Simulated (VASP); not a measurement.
# Mg5ZnO6 (P-4m2) in VASP: further runs

The runs below take Mg5ZnO6 through single point, with PBE, r2SCAN.

Everything below comes from runs of VASP 6.6.1. Logs are shortened: lines on timing, memory, paths and dates and some standing lists are left out, and cuts for length are marked.

### 1 The cell of the first run

The structure is tetragonal, space group P-4m2 (No. 115). The conventional cell has a = 3.268 Å, b = 3.268 Å, c = 13.780 Å, α = 90.00°, β = 90.00°, γ = 90.00°. Within 2.6 Å of Mg (site symmetry -4m2) lie 4 O at 2.00 Å. Mg (site symmetry 2mm) has 4 O at 2.00 Å within 2.6 Å. Mg (site symmetry 2mm) has 4 O at 1.98 to 2.00 Å within 2.6 Å. Zn (site symmetry -4m2) has 4 O at 2.01 Å within 2.7 Å. O (site symmetry 2mm) has 4 Mg at 2.00 Å within 2.6 Å. O (site symmetry 2mm) has 4 Mg at 2.00 Å within 2.6 Å. Within 2.6 Å of O (site symmetry 2mm) lie 2 Mg at 1.98 Å and 2 Zn at 2.01 Å.

### 2 Single point, PBE

Contents of INCAR:

```
PREC = Accurate ; ENCUT = 520
EDIFF = 1E-6 ; ISMEAR = 0
SIGMA = 0.1 ; LREAL = False
LASPH = True ; NELM = 100
ALGO = Normal ; ISIF = 2
LWAVE = False ; LCHARG = False
GGA = PE ; NBANDS = 41
```

Contents of KPOINTS:

```
Automatic mesh
0
Gamma
  6 6 2
```

Contents of POSCAR:

```
Mg5ZnO6
1.0
    3.2678288000      0.0000000000      0.0000000000
    0.0000000000      3.2678288000      0.0000000000
    0.0000000000      0.0000000000     13.7795323000
Mg Zn O
5 1 6
Direct
    0.0000000000      0.0000000000      0.0000000000
    0.5000000000      0.5000000000      0.1669740000
    0.0000000000      0.0000000000      0.3340230000
    0.0000000000      0.0000000000      0.6659770000
    0.5000000000      0.5000000000      0.8330260000
    0.5000000000      0.5000000000      0.5000000000
    0.5000000000      0.0000000000      0.0834840000
    0.0000000000      0.5000000000      0.2504780000
    0.5000000000      0.0000000000      0.4156560000
    0.0000000000      0.5000000000      0.5843440000
    0.5000000000      0.0000000000      0.7495220000
    0.0000000000      0.5000000000      0.9165160000
```

Potentials or basis: VASP PAW PBE potentials, release 64 (Mg, Zn, O).

On the command line:

```
> cat potpaw_PBE.64/Mg/POTCAR potpaw_PBE.64/Zn/POTCAR potpaw_PBE.64/O/POTCAR > POTCAR
> mpirun -np 1 vasp_std > vasp.out
```

OUTCAR:

```text
PREC = Accurate
   ENCUT = 520
   EDIFF = 1E-6
   ISMEAR = 0
   LREAL = False
   LASPH = True
   NELM = 100
   ISIF = 2
   GGA = PE

 ion  position               nearest neighbor table
   1  0.000  0.000  0.000-   7 2.00  12 2.00  12 2.00   7 2.00   2 3.26   5 3.26   2 3.26   2 3.26
                             5 3.26   5 3.26   2 3.26   5 3.26
   2  0.500  0.500  0.167-   7 2.00   7 2.00   8 2.00   8 2.00   1 3.26   1 3.26   1 3.26   1 3.26
                             3 3.26   3 3.26   3 3.26   3 3.26
   3  0.000  0.000  0.334-   9 1.98   9 1.98   8 2.00   8 2.00   6 3.25   6 3.25   6 3.25   6 3.25
                             2 3.26   2 3.26   2 3.26   2 3.26
   4  0.000  0.000  0.666-  10 1.98  10 1.98  11 2.00  11 2.00   6 3.25   6 3.25   6 3.25   6 3.25
                             5 3.26   5 3.26   5 3.26   5 3.26
   5  0.500  0.500  0.833-  12 2.00  12 2.00  11 2.00  11 2.00   1 3.26   1 3.26   1 3.26   1 3.26
                             4 3.26   4 3.26   4 3.26   4 3.26
   6  0.500  0.500  0.500-   9 2.01  10 2.01   9 2.01  10 2.01   3 3.25   4 3.25   3 3.25   3 3.25
                             4 3.25   4 3.25   3 3.25   4 3.25
   7  0.500  0.000  0.083-   1 2.00   1 2.00   2 2.00   2 2.00
   8  0.000  0.500  0.250-   2 2.00   2 2.00   3 2.00   3 2.00
   9  0.500  0.000  0.416-   3 1.98   3 1.98   6 2.01   6 2.01
  10  0.000  0.500  0.584-   4 1.98   4 1.98   6 2.01   6 2.01
  11  0.500  0.000  0.750-   5 2.00   5 2.00   4 2.00   4 2.00
  12  0.000  0.500  0.917-   1 2.00   1 2.00   5 2.00   5 2.00

  LATTYP: Found a simple tetragonal cell.
 ALAT       =     3.2678288000
 C/A-ratio  =     4.2167240524

  Lattice vectors:

 A1 = (   3.2678288000,   0.0000000000,   0.0000000000)
 A2 = (   0.0000000000,   3.2678288000,   0.0000000000)
 A3 = (   0.0000000000,   0.0000000000,  13.7795323000)

Analysis of symmetry for initial positions (statically):
=====================================================================
 Subroutine PRICEL returns:
 Original cell was already a primitive cell.

 Routine SETGRP: Setting up the symmetry group for a
 simple tetragonal supercell.

 Subroutine GETGRP returns: Found  8 space group operations
 (whereof  8 operations were pure point group operations)
 out of a pool of 16 trial point group operations.

The static configuration has the point symmetry D_2d.

Analysis of symmetry for dynamics (positions and initial velocities):
=====================================================================
 Subroutine PRICEL returns:
 Original cell was already a primitive cell.

 Routine SETGRP: Setting up the symmetry group for a
 simple tetragonal supercell.

 Subroutine GETGRP returns: Found  8 space group operations
 (whereof  8 operations were pure point group operations)
 out of a pool of 16 trial point group operations.

The dynamic configuration has the point symmetry D_2d.

 Subroutine INISYM returns: Found  8 space group operations
 (whereof  8 operations are pure point group operations),
 and found     1 'primitive' translations

----------------------------------------------------------------------------------------

                                     Primitive cell

  volume of cell :     147.1476

  direct lattice vectors                    reciprocal lattice vectors
     3.267828800  0.000000000  0.000000000     0.306013583  0.000000000  0.000000000
     0.000000000  3.267828800  0.000000000     0.000000000  0.306013583  0.000000000
     0.000000000  0.000000000 13.779532300     0.000000000  0.000000000  0.072571404

  length of vectors
     3.267828800  3.267828800 13.779532300     0.306013583  0.306013583  0.072571404

  position of ions in fractional coordinates (direct lattice)
     0.000000000  0.000000000  0.000000000
     0.500000000  0.500000000  0.166974000
     0.000000000  0.000000000  0.334023000
     0.000000000  0.000000000  0.665977000
     0.500000000  0.500000000  0.833026000
     0.500000000  0.500000000  0.500000000
     0.500000000  0.000000000  0.083484000
     0.000000000  0.500000000  0.250478000
     0.500000000  0.000000000  0.415656000
     0.000000000  0.500000000  0.584344000
     0.500000000  0.000000000  0.749522000
     0.000000000  0.500000000  0.916516000

  ion indices of the primitive-cell ions
   primitive index   ion index
                 1           1
                 2           2
                 3           3
                 4           4
                 5           5
                 6           6
                 7           7
                 8           8
                 9           9
                10          10
                11          11
                12          12

----------------------------------------------------------------------------------------

 KPOINTS: Automatic mesh

Automatic generation of k-mesh.
 Grid dimensions read from file:
 generate k-points for:    6    6    2

 Generating k-lattice:

  Cartesian coordinates                     Fractional coordinates (reciprocal lattice)
     0.051002264  0.000000000  0.000000000     0.166666667  0.000000000  0.000000000
     0.000000000  0.051002264  0.000000000     0.000000000  0.166666667  0.000000000
     0.000000000  0.000000000  0.036285702     0.000000000  0.000000000  0.500000000

  Length of vectors
     0.051002264  0.051002264  0.036285702

  Shift w.r.t. Gamma in fractional coordinates (k-lattice)
     0.000000000  0.000000000  0.000000000

 Subroutine IBZKPT returns following result:
 ===========================================

 Found     20 irreducible k-points:

 Following reciprocal coordinates:
            Coordinates               Weight
  0.000000  0.000000  0.000000      1.000000
  0.166667  0.000000  0.000000      4.000000
  0.333333  0.000000  0.000000      4.000000
  0.500000  0.000000  0.000000      2.000000
  0.166667  0.166667  0.000000      4.000000
  0.333333  0.166667  0.000000      8.000000
[... 12 lines left out ...]
  0.500000  0.333333  0.500000      4.000000
  0.500000  0.500000  0.500000      1.000000
   k-points           NKPTS =     20   k-points in BZ     NKDIM =     20   number of bands    NBANDS=     41
   number of dos      NEDOS =    301   number of ions     NIONS =     12
   total plane-waves  NPLWV =  62208
   dimension x,y,z NGX =    24 NGY =   24 NGZ =  108
   dimension x,y,z NGXF=    48 NGYF=   48 NGZF=  216
   ions per type =               5   1   6
   NGX,Y,Z   is equivalent  to a cutoff of  12.21, 12.21, 13.03 a.u.
   NGXF,Y,Z  is equivalent  to a cutoff of  24.42, 24.42, 26.06 a.u.
 SYSTEM =  unknown system
   PREC   = accura    normal or accurate (medium, high low for compatibility)
   ISTART =      0    job   : 0-new  1-cont  2-samecut
   ICHARG =      2    charge: 1-file 2-atom 10-const
   ISPIN  =      1    spin polarized calculation?
   LNONCOLLINEAR =      F non collinear calculations
   LSORBIT =      F    spin-orbit coupling
   LASPH  =      T    aspherical Exc in radial PAW
   ENCUT  =  520.0 eV  38.22 Ry    6.18 a.u.   6.08  6.08 25.62*2*pi/ulx,y,z
   NELM   =    100;   NELMIN=  2; NELMDL= -5     # of ELM steps
   EDIFF  = 0.1E-05   stopping-criterion for ELM
   LREAL  =      F    real-space projection
   EDIFFG = 0.1E-04   stopping-criterion for IOM
   NSW    =      0    number of steps for IOM
   IBRION =     -1    ionic relax: 0-MD 1-quasi-New 2-CG
   NFREE  =      0    steps in history (QN), initial steepest desc. (CG)
   ISIF   =      2    stress and relaxation
   ISYM   =      2    0-nonsym 1-usesym 2-fastsym
   POTIM  = 0.5000    time-step for ionic-motion
   TEBEG  =    0.0;   TEEND  =   0.0 temperature during run
   PSTRESS=    0.0 pullay stress
   NELECT =      58.0000    total number of electrons
   NUPDOWN=      -1.0000    fix difference up-down
   EMIN   =  10.00;   EMAX   =-10.00  energy-range for DOS
   EFERMI =   0.00;   METHOD = LEGACY
   ISMEAR =     0;   SIGMA  =   0.10  broadening in eV -4-tet -1-fermi 0-gaus
   EFERMI_NEDOS =   21; number of points for ismear=-14 and -15
   IALGO  =     38    algorithm
   IMIX   =      4    mixing-type and parameters
     AMIX     =   0.40;   BMIX     =  1.00
     AMIX_MAG =   1.60;   BMIX_MAG =  1.00
  volume/ion in A,a.u.               =      12.26        82.75
  Fermi-wavevector in a.u.,A,eV,Ry     =   1.200328  2.268290 19.603090  1.440786
  Thomas-Fermi vector in A             =   2.336167
   LORBIT       =      0    0 simple, 1 ext, 2 COOP (PROOUT), +10 PAW based schemes
   GGA     = PE    functional components
   LHFCALC =     F    Hartree Fock is set to
   AEXX    =    0.0000 exact exchange contribution
   IVDW    =     0    specifies the selected vdW correction
   LEPSILON=     F    determine dielectric tensor
   LRPA    =     F    only Hartree local field effects (RPA)
 non-spin polarized calculation
 Gauss-broadening in eV      SIGMA  =   0.10
  energy-cutoff  :      520.00
  volume of cell :      147.15
 maximum number of plane-waves:      4008
   NGX = 13   NGY = 13   NGZ = 51

 number of electron      57.9999968 magnetization

 Free energy of the ion-electron system (eV)
  ---------------------------------------------------
  ext. energy  EPLUGINS =         0.00000000
  ---------------------------------------------------
  free energy    TOTEN  =       -67.47537089 eV

  energy without entropy =      -67.47537089  energy(sigma->0) =      -67.47537089

 E-fermi :   1.5588     XC(G=0):  -9.7815

 val. band max:        1.0883455434   @ k =   0.0000   0.0000   0.0000
 cond. band min:       3.5778367033   @ k =   0.0000   0.0000   0.0000
 fundamental gap:      2.4894911600
 Fermi energy:         1.5587751159

 k-point     1 :       0.0000    0.0000    0.0000
  band No.  band energies     occupation
      1     -15.6216      2.00000
      2     -15.2723      2.00000
      3     -15.2258      2.00000
      4     -14.9235      2.00000
      5     -14.7635      2.00000
      6     -14.5715      2.00000
[... 869 lines left out ...]
     40      11.9974      0.00000
     41      12.0600      0.00000

------------------------ aborting loop because EDIFF is reached ----------------------------------------

  FORCE on cell =-STRESS in cart. coord.  units (eV):
  Direction    XX          YY          ZZ          XY          YZ          ZX
  --------------------------------------------------------------------------------------
  -------------------------------------------------------------------------------------
  Total       -0.1868657     -0.1868657     -0.2206868      0.0000000      0.0000000      0.0000000
  in kB       -2.0346383     -2.0346383     -2.4028904      0.0000000      0.0000000      0.0000000
  external PRESSURE =      -2.1573890 kB  Pullay stress =       0.0000000 kB

 VOLUME and BASIS-vectors are now :
 -----------------------------------------------------------------------------
  energy-cutoff  :      520.00
  volume of cell :      147.15
      direct lattice vectors                 reciprocal lattice vectors
     3.267828800  0.000000000  0.000000000     0.306013583  0.000000000  0.000000000
     0.000000000  3.267828800  0.000000000     0.000000000  0.306013583  0.000000000
     0.000000000  0.000000000 13.779532300     0.000000000  0.000000000  0.072571404

 POSITION                                       TOTAL-FORCE (eV/Angst)
 -----------------------------------------------------------------------------------
      0.00000      0.00000      0.00000        -0.000000      0.000000     -0.000000
      1.63391      1.63391      2.30082        -0.000000      0.000000      0.000711
      0.00000      0.00000      4.60268        -0.000000      0.000000     -0.005383
      0.00000      0.00000      9.17685        -0.000000      0.000000      0.005383
      1.63391      1.63391     11.47871        -0.000000      0.000000     -0.000711
      1.63391      1.63391      6.88977        -0.000000     -0.000000     -0.000000
      1.63391      0.00000      1.15037         0.000000      0.000000     -0.000707
      0.00000      1.63391      3.45147        -0.000000      0.000000     -0.001720
      1.63391      0.00000      5.72755        -0.000000      0.000000     -0.077862
      0.00000      1.63391      8.05199        -0.000000      0.000000      0.077862
      1.63391      0.00000     10.32806         0.000000      0.000000      0.001720
      0.00000      1.63391     12.62916        -0.000000      0.000000      0.000707
 -----------------------------------------------------------------------------------
    total drift:                                0.000000      0.000000      0.000000

  FREE ENERGIE OF THE ION-ELECTRON SYSTEM (eV)
  ---------------------------------------------------
  free  energy   TOTEN  =       -67.4753708900 eV

  energy  without entropy=      -67.4753708900  energy(sigma->0) =      -67.47537089
```

Run time: 2.3 min. Hardware: 1 thread of AMD EPYC 9R45 (Zen 5), shared host; peak memory 0.24 GiB.

Results:

- Free energy: -67.4754 eV
- Pressure: -0.2 GPa
- Largest force: 0.078 eV/Å
- Band gap on the k mesh: 2.49 eV, direct

Forces on the atoms (eV/Å):
```
Mg   0.000  0.000  0.000
Mg   0.000  0.000  0.001
Mg   0.000  0.000 -0.005
Mg   0.000  0.000  0.005
Mg   0.000  0.000 -0.001
Zn   0.000  0.000  0.000
O    0.000  0.000 -0.001
O    0.000  0.000 -0.002
O    0.000  0.000 -0.078
O    0.000  0.000  0.078
O    0.000  0.000  0.002
O    0.000  0.000  0.001
```

### 3 Single point, PBE

Contents of INCAR:

```
ALGO = Normal
EDIFF = 1E-7
ENCUT = 520
GGA = PE
ISIF = 2
ISMEAR = 0
LASPH = True
LCHARG = False
LREAL = False
LWAVE = False
NBANDS = 41
NELM = 80
PREC = Accurate
SIGMA = 0.02
```

Contents of KPOINTS:

```
k-points
0
Gamma
  8 8 2
```

POSCAR is that of step 2.

Potentials or basis: VASP PAW PBE potentials, release 64 (Mg, Zn, O).

On the command line:

```
> cat potpaw_PBE.64/Mg/POTCAR potpaw_PBE.64/Zn/POTCAR potpaw_PBE.64/O/POTCAR > POTCAR
> mpirun -np 1 vasp_std > vasp.out
```

Run time: 4.1 min. Hardware: 1 thread of AMD EPYC 9R45 (Zen 5), shared host; peak memory 0.29 GiB.

Results (log left out):

| Quantity | Value |
| --- | --- |
| Free energy | -67.4761 eV |
| Pressure | -0.2 GPa |
| Largest force | 0.077 eV/Å |
| Band gap on the k mesh | 2.49 eV, direct |

Forces in eV/Å, atoms in the order of the input:
```
Mg   0.000  0.000  0.000
Mg   0.000  0.000  0.000
Mg   0.000  0.000 -0.006
Mg   0.000  0.000  0.006
Mg   0.000  0.000  0.000
Zn   0.000  0.000  0.000
O    0.000  0.000  0.000
O    0.000  0.000  0.000
O    0.000  0.000 -0.077
O    0.000  0.000  0.077
O    0.000  0.000  0.000
O    0.000  0.000  0.000
```

Levels at points of the mesh, in eV from the valence-band top:
| k point | band 27 | band 28 | band 29 | band 30 | band 31 | band 32 |
| --- | --- | --- | --- | --- | --- | --- |
| (0.00, 0.00, 0.00) | -0.27 | 0.00 | 0.00 | 2.49 | 4.12 | 4.39 |
| (0.50, 0.00, 0.00) | -0.74 | -0.50 | -0.25 | 6.21 | 7.12 | 7.36 |
| (0.50, 0.50, 0.00) | -1.35 | -1.34 | -1.34 | 5.62 | 5.62 | 6.57 |
| (0.00, 0.00, 0.50) | -0.44 | 0.00 | 0.00 | 2.82 | 3.35 | 5.27 |
| (0.50, 0.00, 0.50) | -0.73 | -0.46 | -0.25 | 6.21 | 7.20 | 7.34 |
| (0.50, 0.50, 0.50) | -1.39 | -1.39 | -1.35 | 5.86 | 5.86 | 6.03 |

A k mesh can miss the band edges.

### 4 Single point, r2SCAN

POSCAR is that of step 3.

Contents of INCAR.step1:

```
SYSTEM = Mg5ZnO6
ALGO     = Normal         ! electronic algorithm
EDIFF    = 1E-4           ! SCF threshold, eV
ENCUT    = 520            ! plane-wave cutoff, eV
GGA      = PE             ! functional
ISMEAR   = 0              ! smearing method
LASPH    = .TRUE.         ! aspherical terms in the spheres
LCHARG   = .FALSE.        ! write CHGCAR
LREAL    = .FALSE.        ! projectors in reciprocal space
LWAVE    = .TRUE.         ! write WAVECAR
NBANDS   = 41             ! bands
NELM     = 60             ! most SCF steps
PREC     = Accurate       ! precision mode
SIGMA    = 0.02           ! smearing width, eV
```

Contents of INCAR.step2:

```
SYSTEM = Mg5ZnO6
ALGO     = Normal         ! electronic algorithm
EDIFF    = 1E-7           ! SCF threshold, eV
ENCUT    = 520            ! plane-wave cutoff, eV
ISIF     = 2              ! what is computed and relaxed
ISMEAR   = 0              ! smearing method
ISTART   = 1            
LASPH    = .TRUE.         ! aspherical terms in the spheres
LCHARG   = .FALSE.        ! write CHGCAR
LMIXTAU  = .TRUE.       
LREAL    = .FALSE.        ! projectors in reciprocal space
LWAVE    = .FALSE.        ! write WAVECAR
METAGGA  = R2SCAN         ! meta-GGA
NBANDS   = 41             ! bands
NELM     = 60             ! most SCF steps
PREC     = Accurate       ! precision mode
SIGMA    = 0.02           ! smearing width, eV
```

Contents of KPOINTS:

```
k-points
0
G
  8 8 2
  0 0 0
```

On the command line:

```
> cat potpaw_PBE.64/Mg/POTCAR potpaw_PBE.64/Zn/POTCAR potpaw_PBE.64/O/POTCAR > POTCAR
> cp INCAR.step1 INCAR
> mpirun -np 1 vasp_std > vasp.out
> cp INCAR.step2 INCAR
> mpirun -np 1 vasp_std > vasp.out
```

Run time: 13 min. Hardware: 1 thread of AMD EPYC 9R45 (Zen 5), shared host; peak memory 0.31 GiB.

Results (log left out):

| Item | Value |
| --- | --- |
| Free energy | -97.3899 eV |
| Pressure | -4.4 GPa |
| Largest force | 0.023 eV/Å |
| Band gap on the k mesh | 3.05 eV, direct |

Forces in eV/Å, atoms in the order of the input:
```
Mg   0.000  0.000  0.000
Mg   0.000  0.000  0.001
Mg   0.000  0.000 -0.009
Mg   0.000  0.000  0.009
Mg   0.000  0.000 -0.001
Zn   0.000  0.000  0.000
O    0.000  0.000  0.000
O    0.000  0.000  0.003
O    0.000  0.000  0.023
O    0.000  0.000 -0.023
O    0.000  0.000 -0.003
O    0.000  0.000  0.000
```

Levels at points of the mesh, in eV from the valence-band top:
```
           k point  band 25  band 26  band 27  band 28  band 29  band 30  band 31  band 32  band 33  band 34
(0.00, 0.00, 0.00)    -0.75    -0.75    -0.29     0.00     0.00     3.05     4.68     4.98     6.24     6.46
(0.50, 0.00, 0.00)    -0.86    -0.85    -0.80    -0.51    -0.24     6.87     7.76     8.07     8.26     8.44
(0.50, 0.50, 0.00)    -1.55    -1.44    -1.40    -1.40    -1.40     6.21     6.21     7.20     7.20     7.43
(0.00, 0.00, 0.50)    -0.73    -0.73    -0.42     0.00     0.00     3.34     3.95     5.87     5.95     6.36
(0.50, 0.00, 0.50)    -0.85    -0.80    -0.77    -0.48    -0.24     6.87     7.83     8.04     8.05     8.51
(0.50, 0.50, 0.50)    -1.53    -1.53    -1.44    -1.44    -1.41     6.49     6.49     6.61     6.61     7.78
```

Caveat: the PAW data sets were made with another functional, which shifts forces and pressure a little.

### 5 Overview

```tsv
level	k mesh	smearing	gap on the mesh (eV)	pressure (GPa)	largest force (eV/Å)
PBE	6 × 6 × 2	gaussian 0.1 eV	2.49	-0.2	0.08
PBE	8 × 8 × 2	gaussian 0.02 eV	2.49	-0.2	0.08
r2SCAN	8 × 8 × 2	gaussian 0.02 eV	3.05	-4.4	0.02
```

Alike in all rows: task single point; potentials or basis VASP PAW PBE potentials, release 64 (Mg, Zn, O); no spin polarisation; cell as given; cutoff (eV) 520.

On the cell as given the gap runs from 2.49 eV (PBE) to 3.05 eV (r2SCAN); the meshes differ, which moves gaps too. The pressure there spans -4.4 GPa (r2SCAN) to -0.2 GPa (PBE); a positive pressure means that this level wants a larger cell, a negative one a smaller.

Caveats: the PAW data sets were made with another functional, which shifts forces and pressure a little (some runs).

Total energies depend on the potentials used, so only differences within one code and one set of settings carry meaning.
